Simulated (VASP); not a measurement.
# Ge (Fd-3m) in VASP: a series of runs

Ge is run at these levels: LDA; tasks: single point.

Everything below comes from runs of VASP 6.6.1. Logs are shortened: lines on timing, memory, paths and dates and some standing lists are left out, and cuts for length are marked.

**1. The cell of the first run**

Symmetry: Fd-3m, No. 227, cubic system. The conventional cell has a = 5.630 Å, b = 5.630 Å, c = 5.630 Å, α = 90.00°, β = 90.00°, γ = 90.00°. Within 3.2 Å of Ge (site symmetry -43m) lie 4 Ge at 2.44 Å.

**2. Single point, LDA**

INCAR

```
PREC = Accurate
ENCUT = 520
EDIFF = 1E-6
ISMEAR = -1
SIGMA = 0.1
LREAL = False
LASPH = True
NELM = 100
ALGO = Normal
ISIF = 2
LWAVE = False
LCHARG = False
GGA = CA
NBANDS = 21
```

KPOINTS

```
regular mesh
0
Gamma
  10 10 10
```

POSCAR

```
Ge
1.0
    0.0000000000      2.8147752533      2.8147752533
    2.8147752533      0.0000000000      2.8147752533
    2.8147752533      2.8147752533      0.0000000000
Ge
2
Direct
    0.5000000000      0.5000000000      0.5000000000
    0.7500000000      0.7500000000      0.7500000000
```

Potentials or basis: VASP PAW LDA potentials, release 64 (Ge_d).

On the command line:

```bash
> cat potpaw_LDA.64/Ge_d/POTCAR > POTCAR
> mpirun -np 1 vasp_std > vasp.out
```

OUTCAR:

```text
PREC = Accurate
   ENCUT = 520
   EDIFF = 1E-6
   ISMEAR = -1
   LREAL = False
   LASPH = True
   NELM = 100
   ISIF = 2
   GGA = CA

 ion  position               nearest neighbor table
   1  0.500  0.500  0.500-   2 2.44   2 2.44   2 2.44   2 2.44
   2  0.750  0.750  0.750-   1 2.44   1 2.44   1 2.44   1 2.44

  LATTYP: Found a face centered cubic cell.
 ALAT       =     5.6295505066

  Lattice vectors:

 A1 = (   0.0000000000,   2.8147752533,   2.8147752533)
 A2 = (   2.8147752533,   0.0000000000,   2.8147752533)
 A3 = (   2.8147752533,   2.8147752533,   0.0000000000)

Analysis of symmetry for initial positions (statically):
=====================================================================
 Subroutine PRICEL returns:
 Original cell was already a primitive cell.

 Routine SETGRP: Setting up the symmetry group for a
 face centered cubic supercell.

 Subroutine GETGRP returns: Found 48 space group operations
 (whereof 24 operations were pure point group operations)
 out of a pool of 48 trial point group operations.

The static configuration has the point symmetry T_d .
 The point group associated with its full space group is O_h .

Analysis of symmetry for dynamics (positions and initial velocities):
=====================================================================
 Subroutine PRICEL returns:
 Original cell was already a primitive cell.

 Routine SETGRP: Setting up the symmetry group for a
 face centered cubic supercell.

 Subroutine GETGRP returns: Found 48 space group operations
 (whereof 24 operations were pure point group operations)
 out of a pool of 48 trial point group operations.

The dynamic configuration has the point symmetry T_d .
 The point group associated with its full space group is O_h .

 Subroutine INISYM returns: Found 48 space group operations
 (whereof 24 operations are pure point group operations),
 and found     1 'primitive' translations

----------------------------------------------------------------------------------------

                                     Primitive cell

  volume of cell :      44.6027

  direct lattice vectors                    reciprocal lattice vectors
     0.000000000  2.814775253  2.814775253    -0.177634076  0.177634076  0.177634076
     2.814775253  0.000000000  2.814775253     0.177634076 -0.177634076  0.177634076
     2.814775253  2.814775253  0.000000000     0.177634076  0.177634076 -0.177634076

  length of vectors
     3.980693338  3.980693338  3.980693338     0.307671244  0.307671244  0.307671244

  position of ions in fractional coordinates (direct lattice)
     0.500000000  0.500000000  0.500000000
     0.750000000  0.750000000  0.750000000

  ion indices of the primitive-cell ions
   primitive index   ion index
                 1           1
                 2           2

----------------------------------------------------------------------------------------

 KPOINTS: regular mesh

Automatic generation of k-mesh.
 Grid dimensions read from file:
 generate k-points for:   10   10   10

 Generating k-lattice:

  Cartesian coordinates                     Fractional coordinates (reciprocal lattice)
    -0.017763408  0.017763408  0.017763408     0.100000000  0.000000000  0.000000000
     0.017763408 -0.017763408  0.017763408     0.000000000  0.100000000  0.000000000
     0.017763408  0.017763408 -0.017763408     0.000000000  0.000000000  0.100000000

  Length of vectors
     0.030767124  0.030767124  0.030767124

  Shift w.r.t. Gamma in fractional coordinates (k-lattice)
     0.000000000  0.000000000  0.000000000

 Subroutine IBZKPT returns following result:
 ===========================================

 Found     47 irreducible k-points:

 Following reciprocal coordinates:
            Coordinates               Weight
  0.000000  0.000000  0.000000      1.000000
  0.100000  0.000000  0.000000      8.000000
  0.200000  0.000000  0.000000      8.000000
  0.300000  0.000000  0.000000      8.000000
  0.400000  0.000000  0.000000      8.000000
  0.500000  0.000000  0.000000      4.000000
[... 16 lines left out ...]
  0.300000  0.300000  0.000000      6.000000
  0.400000  0.300000  0.000000     24.000000
 [... further k-points ...]
   k-points           NKPTS =     47   k-points in BZ     NKDIM =     47   number of bands    NBANDS=     21
   number of dos      NEDOS =    301   number of ions     NIONS =      2
   total plane-waves  NPLWV =  27000
   dimension x,y,z NGX =    30 NGY =   30 NGZ =   30
   dimension x,y,z NGXF=    60 NGYF=   60 NGZF=   60
   ions per type =               2
   NGX,Y,Z   is equivalent  to a cutoff of  12.53, 12.53, 12.53 a.u.
   NGXF,Y,Z  is equivalent  to a cutoff of  25.06, 25.06, 25.06 a.u.
 SYSTEM =  unknown system
   PREC   = accura    normal or accurate (medium, high low for compatibility)
   ISTART =      0    job   : 0-new  1-cont  2-samecut
   ICHARG =      2    charge: 1-file 2-atom 10-const
   ISPIN  =      1    spin polarized calculation?
   LNONCOLLINEAR =      F non collinear calculations
   LSORBIT =      F    spin-orbit coupling
   LASPH  =      T    aspherical Exc in radial PAW
   ENCUT  =  520.0 eV  38.22 Ry    6.18 a.u.   7.40  7.40  7.40*2*pi/ulx,y,z
   NELM   =    100;   NELMIN=  2; NELMDL= -5     # of ELM steps
   EDIFF  = 0.1E-05   stopping-criterion for ELM
   LREAL  =      F    real-space projection
   EDIFFG = 0.1E-04   stopping-criterion for IOM
   NSW    =      0    number of steps for IOM
   IBRION =     -1    ionic relax: 0-MD 1-quasi-New 2-CG
   NFREE  =      0    steps in history (QN), initial steepest desc. (CG)
   ISIF   =      2    stress and relaxation
   ISYM   =      2    0-nonsym 1-usesym 2-fastsym
   POTIM  = 0.5000    time-step for ionic-motion
   TEBEG  =    0.0;   TEEND  =   0.0 temperature during run
   PSTRESS=    0.0 pullay stress
   NELECT =      28.0000    total number of electrons
   NUPDOWN=      -1.0000    fix difference up-down
   EMIN   =  10.00;   EMAX   =-10.00  energy-range for DOS
   EFERMI =   0.00;   METHOD = LEGACY
   ISMEAR =    -1;   SIGMA  =   0.10  broadening in eV -4-tet -1-fermi 0-gaus
   EFERMI_NEDOS =   21; number of points for ismear=-14 and -15
   IALGO  =     38    algorithm
   IMIX   =      4    mixing-type and parameters
     AMIX     =   0.40;   BMIX     =  1.00
     AMIX_MAG =   1.60;   BMIX_MAG =  1.00
  volume/ion in A,a.u.               =      22.30       150.50
  Fermi-wavevector in a.u.,A,eV,Ry     =   1.401760  2.648943 26.734526  1.964932
  Thomas-Fermi vector in A             =   2.524590
   LORBIT       =      0    0 simple, 1 ext, 2 COOP (PROOUT), +10 PAW based schemes
   GGA     = CA    functional components
   LHFCALC =     F    Hartree Fock is set to
   AEXX    =    0.0000 exact exchange contribution
   IVDW    =     0    specifies the selected vdW correction
   LEPSILON=     F    determine dielectric tensor
   LRPA    =     F    only Hartree local field effects (RPA)
 non-spin polarized calculation
  energy-cutoff  :      520.00
  volume of cell :       44.60
 maximum number of plane-waves:      1243
 NGX is ok and might be reduce to    30
   NGX = 15   NGY = 15   NGZ = 15

 number of electron      28.0000032 magnetization

 Free energy of the ion-electron system (eV)
  ---------------------------------------------------
  ext. energy  EPLUGINS =         0.00000000
  ---------------------------------------------------
  free energy    TOTEN  =       -10.39001755 eV

  energy without entropy =      -10.38653682  energy(sigma->0) =      -10.38827718

 E-fermi :   4.8956     XC(G=0): -10.3596

 val. band max:        4.8702524314   @ k =   0.0000   0.0000   0.0000
 cond. band min:       4.9827325989   @ k =   0.5000   0.0000   0.0000
 fundamental gap:      0.1124801675
 Fermi energy:         4.8956435485

 k-point     1 :       0.0000    0.0000    0.0000
  band No.  band energies     occupation
      1     -20.0908      2.00000
      2     -20.0908      2.00000
      3     -20.0908      2.00000
      4     -20.0529      2.00000
      5     -20.0529      2.00000
      6     -19.8340      2.00000
[... 13 lines left out ...]
     20      14.4618      0.00000
     21      14.4618      0.00000

 k-point     2 :       0.1000    0.0000    0.0000
  band No.  band energies     occupation
      1     -20.0968      2.00000
      2     -20.0968      2.00000
      3     -20.0891      2.00000
      4     -20.0446      2.00000
      5     -20.0446      2.00000
      6     -19.8429      2.00000
[... 13 lines left out ...]
     20      13.6886      0.00000
     21      13.6886      0.00000

 k-point     3 :       0.2000    0.0000    0.0000
  band No.  band energies     occupation
      1     -20.1060      2.00000
      2     -20.1060      2.00000
      3     -20.0846      2.00000
      4     -20.0298      2.00000
      5     -20.0298      2.00000
      6     -19.8553      2.00000
[... 13 lines left out ...]
     20      13.1649      0.00000
     21      13.1649      0.00000

 k-point     4 :       0.3000    0.0000    0.0000
  band No.  band energies     occupation
      1     -20.1124      2.00000
      2     -20.1124      2.00000
      3     -20.0790      2.00000
      4     -20.0177      2.00000
      5     -20.0177      2.00000
      6     -19.8642      2.00000
[... 13 lines left out ...]
     20      13.5439      0.00000
     21      13.5439      0.00000

 k-point     5 :       0.4000    0.0000    0.0000
  band No.  band energies     occupation
      1     -20.1154      2.00000
      2     -20.1154      2.00000
      3     -20.0743      2.00000
      4     -20.0111      2.00000
      5     -20.0111      2.00000
      6     -19.8683      2.00000
[... 13 lines left out ...]
     20      14.7904      0.00000
     21      14.7904      0.00000
[... 382 lines left out ...]
     20      14.1708      0.00000
     21      16.2247      0.00000

 k-point    22 :      -0.2000    0.2000    0.0000
  band No.  band energies     occupation
      1     -20.1215      2.00000
      2     -20.1210      2.00000
      3     -20.0626      2.00000
      4     -20.0191      2.00000
      5     -19.9948      2.00000
      6     -19.8901      2.00000
[... 13 lines left out ...]
     20      14.6553      0.00000
     21      15.2847      0.00000

 k-point    23 :       0.3000    0.3000    0.0000
  band No.  band energies     occupation
      1     -20.1150      2.00000
      2     -20.1150      2.00000
      3     -20.0915      2.00000
      4     -20.0028      2.00000
      5     -19.9595      2.00000
      6     -19.9482      2.00000
[... 13 lines left out ...]
     20      15.9974      0.00000
     21      16.0074      0.00000

 k-point    24 :       0.4000    0.3000    0.0000
  band No.  band energies     occupation
      1     -20.1257      2.00000
      2     -20.1197      2.00000
      3     -20.0743      2.00000
      4     -19.9871      2.00000
      5     -19.9665      2.00000
      6     -19.9416      2.00000
[... 13 lines left out ...]
     20      16.4699      0.00000
     21      16.7417      0.00000

 [... further k-points ...]
[... 5 lines left out ...]
  --------------------------------------------------------------------------------------
  -------------------------------------------------------------------------------------
  Total       -0.0078533     -0.0078533     -0.0078533     -0.0000000      0.0000000      0.0000000
  in kB       -0.2820980     -0.2820980     -0.2820980     -0.0000000      0.0000000      0.0000000
  external PRESSURE =      -0.2820980 kB  Pullay stress =       0.0000000 kB

 VOLUME and BASIS-vectors are now :
 -----------------------------------------------------------------------------
  energy-cutoff  :      520.00
  volume of cell :       44.60
      direct lattice vectors                 reciprocal lattice vectors
     0.000000000  2.814775253  2.814775253    -0.177634076  0.177634076  0.177634076
     2.814775253  0.000000000  2.814775253     0.177634076 -0.177634076  0.177634076
     2.814775253  2.814775253  0.000000000     0.177634076  0.177634076 -0.177634076

 POSITION                                       TOTAL-FORCE (eV/Angst)
 -----------------------------------------------------------------------------------
      2.81478      2.81478      2.81478         0.000000      0.000000     -0.000000
      4.22216      4.22216      4.22216        -0.000000     -0.000000      0.000000
 -----------------------------------------------------------------------------------
    total drift:                                0.000000     -0.000000     -0.000000

  FREE ENERGIE OF THE ION-ELECTRON SYSTEM (eV)
  ---------------------------------------------------
  free  energy   TOTEN  =       -10.3900175505 eV

  energy  without entropy=      -10.3865368160  energy(sigma->0) =      -10.38827718
```

It took 60 s on 1 thread of Intel Xeon 8259CL, shared host; peak memory 0.16 GiB.

Results:

```
Free energy            : -10.3900 eV
Pressure               : 0.0 GPa
Band gap on the k mesh : zero (filled and empty bands touch)
```

**3. Single point, LDA**

INCAR

```
SYSTEM = Ge
ALGO = Normal
EDIFF = 1E-7
ENCUT = 520
GGA = CA
ISIF = 2
ISMEAR = -1
LASPH = .TRUE.
LCHARG = .FALSE.
LREAL = .FALSE.
LWAVE = .FALSE.
NBANDS = 21
NELM = 100
PREC = Accurate
SIGMA = 0.2
```

KPOINTS

```
k-points
0
G
  10 10 10
  0 0 0
```

POSCAR is that of step 2.

Potentials or basis: VASP PAW LDA potentials, release 64 (Ge_d).

On the command line:

```bash
> cat potpaw_LDA.64/Ge_d/POTCAR > POTCAR
> mpirun -np 1 vasp_std > vasp.out
```

OUTCAR:

```text
SYSTEM = Ge
   EDIFF = 1E-7
   ENCUT = 520
   GGA = CA
   ISIF = 2
   ISMEAR = -1
   LASPH = .TRUE.
   LREAL = .FALSE.
   NELM = 100
   PREC = Accurate

 ion  position               nearest neighbor table
   1  0.500  0.500  0.500-   2 2.44   2 2.44   2 2.44   2 2.44
   2  0.750  0.750  0.750-   1 2.44   1 2.44   1 2.44   1 2.44

  LATTYP: Found a face centered cubic cell.
 ALAT       =     5.6295505066

  Lattice vectors:

 A1 = (   0.0000000000,   2.8147752533,   2.8147752533)
 A2 = (   2.8147752533,   0.0000000000,   2.8147752533)
 A3 = (   2.8147752533,   2.8147752533,   0.0000000000)

Analysis of symmetry for initial positions (statically):
=====================================================================
 Subroutine PRICEL returns:
 Original cell was already a primitive cell.

 Routine SETGRP: Setting up the symmetry group for a
 face centered cubic supercell.

 Subroutine GETGRP returns: Found 48 space group operations
 (whereof 24 operations were pure point group operations)
 out of a pool of 48 trial point group operations.

The static configuration has the point symmetry T_d .
 The point group associated with its full space group is O_h .

Analysis of symmetry for dynamics (positions and initial velocities):
=====================================================================
 Subroutine PRICEL returns:
 Original cell was already a primitive cell.

 Routine SETGRP: Setting up the symmetry group for a
 face centered cubic supercell.

 Subroutine GETGRP returns: Found 48 space group operations
 (whereof 24 operations were pure point group operations)
 out of a pool of 48 trial point group operations.

The dynamic configuration has the point symmetry T_d .
 The point group associated with its full space group is O_h .

 Subroutine INISYM returns: Found 48 space group operations
 (whereof 24 operations are pure point group operations),
 and found     1 'primitive' translations

[... 106 lines left out ...]
   NUPDOWN=      -1.0000    fix difference up-down
   EMIN   =  10.00;   EMAX   =-10.00  energy-range for DOS
   EFERMI =   0.00;   METHOD = LEGACY
   ISMEAR =    -1;   SIGMA  =   0.20  broadening in eV -4-tet -1-fermi 0-gaus
   EFERMI_NEDOS =   21; number of points for ismear=-14 and -15
   IALGO  =     38    algorithm
   IMIX   =      4    mixing-type and parameters
     AMIX     =   0.40;   BMIX     =  1.00
     AMIX_MAG =   1.60;   BMIX_MAG =  1.00
  volume/ion in A,a.u.               =      22.30       150.50
  Fermi-wavevector in a.u.,A,eV,Ry     =   1.401760  2.648943 26.734526  1.964932
  Thomas-Fermi vector in A             =   2.524590
   LORBIT       =      0    0 simple, 1 ext, 2 COOP (PROOUT), +10 PAW based schemes
   GGA     = CA    functional components
   LHFCALC =     F    Hartree Fock is set to
   AEXX    =    0.0000 exact exchange contribution
   IVDW    =     0    specifies the selected vdW correction
   LEPSILON=     F    determine dielectric tensor
   LRPA    =     F    only Hartree local field effects (RPA)
 non-spin polarized calculation
  energy-cutoff  :      520.00
  volume of cell :       44.60
 maximum number of plane-waves:      1243
 NGX is ok and might be reduce to    30
   NGX = 15   NGY = 15   NGZ = 15

 number of electron      28.0000032 magnetization

 Free energy of the ion-electron system (eV)
  ---------------------------------------------------
  ext. energy  EPLUGINS =         0.00000000
  ---------------------------------------------------
  free energy    TOTEN  =       -10.39670850 eV

  energy without entropy =      -10.37486003  energy(sigma->0) =      -10.38578426

 E-fermi :   4.9073     XC(G=0): -10.3611

 val. band max:        4.8663947399   @ k =   0.0000   0.0000   0.0000
 cond. band min:       4.9801811349   @ k =   0.5000   0.0000   0.0000
 fundamental gap:      0.1137863950
 Fermi energy:         4.9072791406

 k-point     1 :       0.0000    0.0000    0.0000
  band No.  band energies     occupation
      1     -20.0951      2.00000
      2     -20.0951      2.00000
      3     -20.0951      2.00000
      4     -20.0571      2.00000
      5     -20.0571      2.00000
      6     -19.8382      2.00000
[... 565 lines left out ...]
     20      16.4677      0.00000
     21      16.7399      0.00000

 [... further k-points ...]
[... 5 lines left out ...]
  --------------------------------------------------------------------------------------
  -------------------------------------------------------------------------------------
  Total        0.0105904      0.0105904      0.0105904      0.0000000      0.0000000      0.0000000
  in kB        0.3804200      0.3804200      0.3804200      0.0000000      0.0000000      0.0000000
  external PRESSURE =       0.3804200 kB  Pullay stress =       0.0000000 kB

 VOLUME and BASIS-vectors are now :
 -----------------------------------------------------------------------------
  energy-cutoff  :      520.00
  volume of cell :       44.60
      direct lattice vectors                 reciprocal lattice vectors
     0.000000000  2.814775253  2.814775253    -0.177634076  0.177634076  0.177634076
     2.814775253  0.000000000  2.814775253     0.177634076 -0.177634076  0.177634076
     2.814775253  2.814775253  0.000000000     0.177634076  0.177634076 -0.177634076

 POSITION                                       TOTAL-FORCE (eV/Angst)
 -----------------------------------------------------------------------------------
      2.81478      2.81478      2.81478         0.000000      0.000000     -0.000000
      4.22216      4.22216      4.22216        -0.000000     -0.000000      0.000000
 -----------------------------------------------------------------------------------
    total drift:                                0.000000     -0.000000     -0.000000

  FREE ENERGIE OF THE ION-ELECTRON SYSTEM (eV)
  ---------------------------------------------------
  free  energy   TOTEN  =       -10.3967084957 eV

  energy  without entropy=      -10.3748600266  energy(sigma->0) =      -10.38578426
```

Wall time 56 s (1 thread of Intel Xeon 8259CL, shared host); peak memory 0.16 GiB.

What came out:

```yaml
Free_energy: -10.3967 eV
Pressure: 0.0 GPa
Band_gap_on_the_k_mesh: zero (filled and empty bands touch)
```
